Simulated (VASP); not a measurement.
Input of a VASP 6.6.1 run:

INCAR

```
ALGO = Fast
EDIFF = 1E-7
ENCUT = 520
ISIF = 2
ISMEAR = -1
LASPH = True
LCHARG = False
LREAL = False
LWAVE = False
NBANDS = 14
NELM = 100
PREC = Accurate
SIGMA = 0.02
```

File KPOINTS:

```
k-points
0
Gamma
  14 14 14
```

Contents of POSCAR:

```
ScAl
1.0
    3.3703489700      0.0000000000      0.0000000000
    0.0000000000      3.3703489700      0.0000000000
    0.0000000000      0.0000000000      3.3703489700
Sc Al
1 1
Direct
    0.5000000000      0.5000000000      0.5556322214
    0.0000000000      0.0000000000      0.0000000000
```

Potentials or basis: VASP PAW LDA potentials, release 64 (Sc_sv, Al).

The run is started by

```sh
$ cat potpaw_LDA.64/Sc_sv/POTCAR potpaw_LDA.64/Al/POTCAR > POTCAR
$ mpirun -np 1 vasp_std > vasp.out
```

Task: Predict the band gap on the k mesh.

Result: Zero (band 7 reaches 6.09 eV, above the bottom of band 8 at 5.03 eV).

Task: What does it give for the pressure?

Result: -3.3 GPa.

Stress tensor (GPa, compression positive):
```
-3.15  0.00  0.00
 0.00 -3.15  0.00
 0.00  0.00 -3.67
```

Caveat: the cell differs from its parent crystal (all Sc atoms moved +0.188 Å, as atom 1 along Cartesian [0 0 1]).
